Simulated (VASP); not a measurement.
# CoO (I4/mmm) in VASP: a series of runs, part 2 of 3

VASP 6.6.1. The steps go on from the part before.

## (3) Single point, PBEsol+U, collinear spin, ferromagnetic start

INCAR

```
PREC = Accurate ; ENCUT = 520
EDIFF = 1E-6 ; ISMEAR = 0
SIGMA = 0.05 ; LREAL = F
LASPH = T ; NELM = 150
ALGO = Normal ; ISIF = 2
LWAVE = F ; LCHARG = F
ISPIN = 2 ; MAGMOM = 2.96 0.39
LORBIT = 11 ; NUPDOWN = 3.3
LMAXMIX = 4 ; LDAU = T
LDAUTYPE = 1 ; LDAUL = 2 -1
LDAUU = 4 0 ; LDAUJ = 0.5 0
LDAUPRINT = 1 ; GGA = PS
NBANDS = 18
```

KPOINTS

```
Automatic mesh
0
Gamma
  9 9 9
```

POSCAR

```
CoO
1.0
   -1.5080004400      1.5080004400      2.1072503600
    1.5080004400     -1.5080004400      2.1072503600
    1.5080004400      1.5080004400     -2.1072503600
Co O
1 1
Direct
    0.0000000000      0.0000000000      0.0000000000
    0.5000000000      0.5000000000      0.0000000000
```

Potentials or basis: VASP PAW PBE potentials, release 64 (Co, O).

On the command line:

```
$ cat potpaw_PBE.64/Co/POTCAR potpaw_PBE.64/O/POTCAR > POTCAR
$ mpirun -np 1 vasp_std > vasp.out
```

OUTCAR:

```text
PREC = Accurate
   ENCUT = 520
   EDIFF = 1E-6
   ISMEAR = 0
   LREAL = F
   LASPH = T
   NELM = 150
   ISIF = 2
   ISPIN = 2
   LORBIT = 11
   NUPDOWN = 3.3
   GGA = PS

 ion  position               nearest neighbor table
   1  0.000  0.000  0.000-   2 2.11   2 2.11   2 2.13   2 2.13   2 2.13   2 2.13
   2  0.500  0.500  0.000-   1 2.11   1 2.11   1 2.13   1 2.13   1 2.13   1 2.13

  LATTYP: Found a body centered tetragonal cell.
 ALAT       =     3.0160008800
 C/A-ratio  =     1.3973804676

  Lattice vectors:

 A1 = (  -1.5080004400,   1.5080004400,   2.1072503600)
 A2 = (   1.5080004400,  -1.5080004400,   2.1072503600)
 A3 = (   1.5080004400,   1.5080004400,  -2.1072503600)

Analysis of symmetry for initial positions (statically):
=====================================================================
 Subroutine PRICEL returns:
 Original cell was already a primitive cell.

 Routine SETGRP: Setting up the symmetry group for a
 body centered tetragonal supercell.

 Subroutine GETGRP returns: Found 16 space group operations
 (whereof 16 operations were pure point group operations)
 out of a pool of 16 trial point group operations.

The static configuration has the point symmetry D_4h.

Analysis of symmetry for dynamics (positions and initial velocities):
=====================================================================
 Subroutine PRICEL returns:
 Original cell was already a primitive cell.

 Routine SETGRP: Setting up the symmetry group for a
 body centered tetragonal supercell.

 Subroutine GETGRP returns: Found 16 space group operations
 (whereof 16 operations were pure point group operations)
 out of a pool of 16 trial point group operations.

The dynamic configuration has the point symmetry D_4h.

Analysis of structural, dynamic, and magnetic symmetry:
=====================================================================
 Subroutine PRICEL returns:
 Original cell was already a primitive cell.

 Routine SETGRP: Setting up the symmetry group for a
 body centered tetragonal supercell.

 Subroutine GETGRP returns: Found 16 space group operations
 (whereof 16 operations were pure point group operations)
 out of a pool of 16 trial point group operations.

The overall configuration has the point symmetry D_4h.

 Subroutine INISYM returns: Found 16 space group operations
 (whereof 16 operations are pure point group operations),
 and found     1 'primitive' translations

----------------------------------------------------------------------------------------

                                     Primitive cell

  volume of cell :      19.1681

[... 113 lines left out ...]
 LDA+U is selected, type is set to LDAUTYPE =  1
   angular momentum for each species LDAUL =     2   -1
   U (eV)           for each species LDAUU =   4.0  0.0
   J (eV)           for each species LDAUJ =   0.5  0.0
   GGA     = PS    functional components
   LHFCALC =     F    Hartree Fock is set to
   AEXX    =    0.0000 exact exchange contribution
   IVDW    =     0    specifies the selected vdW correction
   LEPSILON=     F    determine dielectric tensor
   LRPA    =     F    only Hartree local field effects (RPA)
 spin polarized calculation
 Gauss-broadening in eV      SIGMA  =   0.05
  energy-cutoff  :      520.00
  volume of cell :       19.17
 maximum number of plane-waves:       533
   NGX = 11   NGY = 11   NGZ = 11

atom =   1  type =  1  l = 2

 onsite density matrix

spin component  1

  1.0139  0.0000 -0.0000  0.0000 -0.0000
  0.0000  0.9707  0.0000 -0.0000 -0.0000
 -0.0000  0.0000  1.0194  0.0000  0.0000
  0.0000 -0.0000  0.0000  0.9707  0.0000
 -0.0000 -0.0000  0.0000  0.0000  0.9651

spin component  2

  0.1303  0.0000  0.0000 -0.0000  0.0000
  0.0000  0.4318 -0.0000  0.0000 -0.0000
  0.0000 -0.0000  0.1790 -0.0000 -0.0000
 -0.0000  0.0000 -0.0000  0.4318  0.0000
  0.0000 -0.0000 -0.0000  0.0000  0.9593

 occupancies and eigenvectors

  o =  0.1303  v =  0.0000  0.0000  0.0000  0.0000  0.0000  1.0000  0.0000  0.0000  0.0000  0.0000      0.0000  0.0000  0.0000  0.0000  0.0000  0.0000  0.0000  0.0000  0.0000  0.0000
  o =  0.1790  v =  0.0000  0.0000  0.0000  0.0000  0.0000  0.0000 -0.0000  1.0000 -0.0000  0.0000      0.0000  0.0000  0.0000  0.0000  0.0000  0.0000  0.0000  0.0000  0.0000  0.0000
  o =  0.4318  v =  0.0000  0.0000  0.0000  0.0000  0.0000  0.0000  0.9984  0.0000 -0.0565  0.0000      0.0000  0.0000  0.0000  0.0000  0.0000  0.0000  0.0000  0.0000  0.0000  0.0000
  o =  0.4318  v =  0.0000  0.0000  0.0000  0.0000  0.0000  0.0000 -0.0565 -0.0000 -0.9984 -0.0000      0.0000  0.0000  0.0000  0.0000  0.0000  0.0000  0.0000  0.0000  0.0000  0.0000
  o =  0.9593  v =  0.0000  0.0000  0.0000  0.0000  0.0000  0.0000 -0.0000 -0.0000  0.0000  1.0000      0.0000  0.0000  0.0000  0.0000  0.0000  0.0000  0.0000  0.0000  0.0000  0.0000
  o =  0.9651  v =  0.0000  0.0000  0.0000  0.0000  1.0000  0.0000  0.0000  0.0000  0.0000  0.0000      0.0000  0.0000  0.0000  0.0000  0.0000  0.0000  0.0000  0.0000  0.0000  0.0000
  o =  0.9707  v =  0.0000 -0.0148 -0.0000  0.9999 -0.0000  0.0000  0.0000  0.0000  0.0000  0.0000      0.0000  0.0000  0.0000  0.0000  0.0000  0.0000  0.0000  0.0000  0.0000  0.0000
  o =  0.9707  v =  0.0000 -0.9999  0.0000 -0.0148  0.0000  0.0000  0.0000  0.0000  0.0000  0.0000      0.0000  0.0000  0.0000  0.0000  0.0000  0.0000  0.0000  0.0000  0.0000  0.0000
  o =  1.0139  v =  1.0000  0.0000  0.0000  0.0000  0.0000  0.0000  0.0000  0.0000  0.0000  0.0000      0.0000  0.0000  0.0000  0.0000  0.0000  0.0000  0.0000  0.0000  0.0000  0.0000
  o =  1.0194  v =  0.0000 -0.0000 -1.0000 -0.0000  0.0000  0.0000  0.0000  0.0000  0.0000  0.0000      0.0000  0.0000  0.0000  0.0000  0.0000  0.0000  0.0000  0.0000  0.0000  0.0000

 number of electron      15.0000005 magnetization       3.2999970

 Free energy of the ion-electron system (eV)
  ---------------------------------------------------
  ext. energy  EPLUGINS =         0.00000000
  ---------------------------------------------------
  free energy    TOTEN  =       -11.77916211 eV

  energy without entropy =      -11.77693021  energy(sigma->0) =      -11.77804616

 E-fermi :   7.5135     XC(G=0): -12.7213

 val. band max:       12.4082785581   @ k =   0.1111   0.1111   0.1111
 cond. band min:       7.5241218484   @ k =   0.2222   0.2222   0.2222
 fundamental gap:     -4.8841567097
 Fermi energy:        12.4199797469

 spin component 1

 k-point     1 :       0.0000    0.0000    0.0000
  band No.  band energies     occupation
      1     -12.1724      1.00000
      2       1.6902      1.00000
      3       2.1488      1.00000
      4       2.1488      1.00000
      5       2.3444      1.00000
      6       3.5497      1.00000
[... 1001 lines left out ...]
     17      38.5785      0.00000
     18      40.8100      0.00000

 [... further k-points ...]

------------------------ aborting loop because EDIFF is reached ----------------------------------------

  FORCE on cell =-STRESS in cart. coord.  units (eV):
  Direction    XX          YY          ZZ          XY          YZ          ZX
  --------------------------------------------------------------------------------------
  -------------------------------------------------------------------------------------
  Total        0.2616307      0.2616307     -1.1038731      0.0000000      0.0000000      0.0000000
  in kB       21.8685637     21.8685637    -92.2679077      0.0000000      0.0000000      0.0000000
  external PRESSURE =     -16.1769268 kB  Pullay stress =       0.0000000 kB

 VOLUME and BASIS-vectors are now :
 -----------------------------------------------------------------------------
  energy-cutoff  :      520.00
  volume of cell :       19.17
      direct lattice vectors                 reciprocal lattice vectors
    -1.508000440  1.508000440  2.107250360     0.000000000  0.331564890  0.237276030
     1.508000440 -1.508000440  2.107250360     0.331564890  0.000000000  0.237276030
     1.508000440  1.508000440 -2.107250360     0.331564890  0.331564890  0.000000000

 POSITION                                       TOTAL-FORCE (eV/Angst)
 -----------------------------------------------------------------------------------
      0.00000      0.00000      0.00000         0.000000      0.000000      0.000000
      0.00000      0.00000      2.10725        -0.000000     -0.000000     -0.000000
 -----------------------------------------------------------------------------------
    total drift:                               -0.000000      0.000000     -0.000000

  FREE ENERGIE OF THE ION-ELECTRON SYSTEM (eV)
  ---------------------------------------------------
  free  energy   TOTEN  =       -11.7791621116 eV

  energy  without entropy=      -11.7769302104  energy(sigma->0) =      -11.77804616

 total charge

# of ion       s       p       d       tot
------------------------------------------
    1        0.342   0.390   7.048   7.780
    2        1.566   3.415   0.000   4.981
--------------------------------------------------
tot          1.908   3.805   7.048  12.761

 magnetization (x)

# of ion       s       p       d       tot
------------------------------------------
    1        0.055   0.030   2.806   2.890
    2        0.047   0.292   0.000   0.339
--------------------------------------------------
tot          0.102   0.322   2.806   3.229
```

OSZICAR:

```text
N       E                     dE             d eps       ncg     rms          rms(c)
DAV:   1     0.829643433083E+02    0.82964E+02   -0.67145E+03  5594   0.967E+02
DAV:   2    -0.869939992476E+01   -0.91664E+02   -0.81450E+02  5762   0.226E+02
DAV:   3    -0.139208840473E+02   -0.52215E+01   -0.51257E+01  6234   0.581E+01
DAV:   4    -0.139717308318E+02   -0.50847E-01   -0.50811E-01  6580   0.544E+00
DAV:   5    -0.139727258583E+02   -0.99503E-03   -0.99488E-03  6482   0.773E-01    0.159E+01
DAV:   6    -0.119864387715E+02    0.19863E+01   -0.16477E+01  6834   0.678E+01    0.212E+01
DAV:   7    -0.115215387692E+02    0.46490E+00   -0.37106E+00  6384   0.348E+01    0.937E+00
DAV:   8    -0.117003888315E+02   -0.17885E+00   -0.69475E-01  6486   0.654E+00    0.539E+00
DAV:   9    -0.116499987167E+02    0.50390E-01   -0.22295E-01  6840   0.115E+01    0.167E+00
DAV:  10    -0.117397003669E+02   -0.89702E-01   -0.14962E-01  6406   0.789E+00    0.731E-01
DAV:  11    -0.117773842777E+02   -0.37684E-01   -0.45136E-02  6984   0.367E+00    0.298E-01
DAV:  12    -0.117780759487E+02   -0.69167E-03   -0.29854E-03  7064   0.556E-01    0.159E-01
DAV:  13    -0.117790572092E+02   -0.98126E-03   -0.54868E-04  6648   0.412E-01    0.640E-02
DAV:  14    -0.117791422164E+02   -0.85007E-04   -0.23687E-04  7740   0.269E-01    0.228E-02
DAV:  15    -0.117791610306E+02   -0.18814E-04   -0.33021E-05  6494   0.765E-02    0.132E-02
DAV:  16    -0.117791623288E+02   -0.12982E-05   -0.69978E-06  6418   0.460E-02    0.370E-03
DAV:  17    -0.117791621116E+02    0.21713E-06   -0.14511E-06  4170   0.190E-02
   1 F= -.11779162E+02 E0= -.11778046E+02  d E =-.223190E-02  mag=     3.3000
```

stdout:

```text
POSCAR found type information on POSCAR CoO
 POSCAR found :  2 types and       2 ions
 scaLAPACK will be used
 -----------------------------------------------------------------------------
|                                                                             |
|                                                                             |
|     You enforced a specific xc type in the INCAR file but a different       |
|     I HOPE YOU KNOW WHAT YOU ARE DOING!                                     |
|                                                                             |
 -----------------------------------------------------------------------------

 LDA part: xc-table for (Slater+PW92), standard interpolation
 POSCAR, INCAR and KPOINTS ok, starting setup
 FFT: planning ... GRIDC
 FFT: planning ... GRID_SOFT
 FFT: planning ... GRID
 WAVECAR not read
 entering main loop
```

Run time: 70 s. Hardware: 1 thread of Intel Xeon 8259CL, shared host; peak memory 0.18 GiB.

Results:

| Item | Value |
| --- | --- |
| Free energy | -11.7792 eV |
| Pressure | -1.6 GPa |
| Net moment | 3.30 μB per cell |
| Site moments | Co +2.89; O +0.34 μB |
| Valence electrons inside the program's atomic spheres | Co 7.78; O 4.98 |

Eigenvalues of the final occupation matrices:
| site | spin | trace | eigenvalues |
| --- | --- | --- | --- |
| site 1 d | 1 | 4.94 | 0.97 0.97 0.97 1.01 1.02 |
| site 1 d | 2 | 2.13 | 0.13 0.18 0.43 0.43 0.96 |

Caveat: the PAW data sets were made with another functional, which shifts forces and pressure a little; the total moment is fixed, so each spin has its own Fermi level; a cell with one magnetic atom can't hold antiferromagnetic order, which such compounds often take. The state reached can hang on the start; a lower one may exist.

## (4) Single point, PBEsol+U, collinear spin, ferromagnetic start

INCAR

```
SYSTEM = CoO
PREC = Accurate
ENCUT = 520
EDIFF = 1E-6
ISMEAR = 0
SIGMA = 0.05
LREAL = .FALSE.
LASPH = .TRUE.
NELM = 150
ALGO = Normal
ISIF = 2
LWAVE = .FALSE.
LCHARG = .FALSE.
ISPIN = 2
MAGMOM = 3 0
LORBIT = 11
LMAXMIX = 4
LDAU = .TRUE.
LDAUTYPE = 1
LDAUL = 2 -1
LDAUU = 4 0
LDAUJ = 0.5 0
LDAUPRINT = 1
GGA = PS
NBANDS = 18
```

KPOINTS

```
Automatic mesh
0
G
  9 9 9
  0 0 0
```

POSCAR is that of step 3.

On the command line:

```
$ cat potpaw_PBE.64/Co/POTCAR potpaw_PBE.64/O/POTCAR > POTCAR
$ mpirun -np 1 vasp_std > vasp.out
```

Wall time 70 s (1 thread of Intel Xeon 8259CL, shared host); peak memory 0.18 GiB.

The run converged. Its results:

- Free energy: -12.3599 eV
- Pressure: -8.6 GPa
- Band gap on the k mesh: zero (filled and empty bands overlap)
- Net moment: 3.00 μB per cell
- Site moments: Co +2.75; O +0.24 μB
- Valence electrons inside the program's atomic spheres: Co 7.82; O 4.98

Stress tensor (GPa, compression positive):
```
 -5.44   0.00   0.00
  0.00  -5.44   0.00
  0.00   0.00 -14.84
```

Levels at points of the mesh, in eV from the Fermi level:
Spin up:
```tsv
k point	band 6	band 7	band 8	band 9	band 10	band 11	band 12	band 13
(0.00, 0.00, 0.00)	-3.74	-2.80	-2.65	-2.65	1.25	16.92	17.11	17.11
```
Spin down:
```tsv
k point	band 4	band 5	band 6	band 7	band 8	band 9
(0.00, 0.00, 0.00)	-2.18	-2.18	-1.06	-1.06	0.97	1.79
```

Eigenvalues of the final occupation matrices:
```
    site  spin  trace               eigenvalues
site 1 d     1   4.93  0.96 0.97 0.97 1.01 1.02
site 1 d     2   2.22  0.12 0.16 0.49 0.49 0.96
```

Caveat: the PAW data sets were made with another functional, which shifts forces and pressure a little; a cell with one magnetic atom can't hold antiferromagnetic order, which such compounds often take.

(Part 2 of 3 ends here.)
